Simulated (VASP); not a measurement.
**Pd: single point with PBEsol**

Pd:

```xyz
2
Lattice="2.6647 0.0000 0.0000 -1.3324 2.3077 0.0000 0.0000 0.0000 4.4680" Properties=species:S:1:pos:R:3 pbc="T T T"
Pd    0.0000    1.5385    1.1170
Pd    1.3324    0.7692    3.3510
```

* Program: VASP 6.6.1
* Task: single point
* Functional: PBEsol
* Potentials or basis: VASP PAW PBE potentials, release 64 (Pd)
* Cutoff: 500 eV
* k mesh: 10 × 10 × 6
* Occupations: fermi-dirac, width 0.05 eV
* Spin: no spin polarisation

* Pressure: 14.7 GPa
* Band gap on the k mesh: zero (band 10 reaches 11.17 eV, above the bottom of band 11 at 10.12 eV)

Levels at points of the mesh, in eV from the Fermi level:
| k point | band 7 | band 8 | band 9 | band 10 | band 11 | band 12 | band 13 | band 14 |
| --- | --- | --- | --- | --- | --- | --- | --- | --- |
| (0.00, 0.00, 0.00) | -2.71 | -1.85 | -1.85 | -0.26 | -0.26 | 0.50 | 7.43 | 17.16 |
| (0.50, 0.00, 0.00) | -2.07 | 0.04 | 0.06 | 0.27 | 2.71 | 4.83 | 10.08 | 10.30 |
| (0.00, 0.00, 0.50) | -3.14 | -3.14 | -0.78 | -0.78 | -0.78 | -0.78 | 14.45 | 14.45 |
| (0.50, 0.00, 0.50) | -0.58 | -0.58 | 0.18 | 0.18 | 2.58 | 2.58 | 8.85 | 8.85 |

It took 32 s on 1 thread of Intel Xeon 8259CL (shared host), peak memory 0.15 GiB.

Caveat: the PAW data sets were made with another functional, which shifts forces and pressure a little.
